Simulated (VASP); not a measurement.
The system is CoO.

```
Co O
1.0
     0.00000    2.17448    2.17448
     2.17448    0.00000    2.17448
     2.17448    2.17448    0.00000
Co O
1 1
Cartesian
  0.0000 0.0000 0.0000
  1.0872 1.0872 1.0872
```

```yaml
Program: VASP 6.6.1
Task: relaxation of cell and atoms
Functional: PBEsol
Potentials_or_basis: VASP PAW PBE potentials, release 64 (Co, O)
Cutoff: 600 eV
k_mesh: 16 × 16 × 16
Occupations: gaussian, width 0.1 eV
Spin: no spin polarisation
```

At the start: pressure -7.2 GPa; volume 10.28 Å³/atom.

Problem. Where does the relaxation end?

Solution. Over 3 steps the energy falls by 8.6 meV/atom and the volume is 9.92 Å³/atom (-3.6 %); space group F-43m (No. 216, to 0.05 Å).

The path:
```csv
step,energy change (eV),largest force (eV/Å),pressure (GPa),volume (Å³)
1,0.0000,0.0000,-7.15,20.56
2,-0.0039,0.0000,7.23,19.23
3,-0.0171,0.0000,-0.01,19.83
```

Final structure:
```
Co O
1.0
     0.00000    2.14837    2.14837
     2.14837    0.00000    2.14837
     2.14837    2.14837    0.00000
Co O
1 1
Direct
  0.00000 0.00000 0.00000
  0.25000 0.25000 0.25000
```

Caveat: the PAW data sets were made with another functional, which shifts forces and pressure a little; an odd number of electrons without spin polarisation forces a metal; a magnetic or distorted state may lie lower; the run has no spin polarisation, though such a crystal can be magnetic.
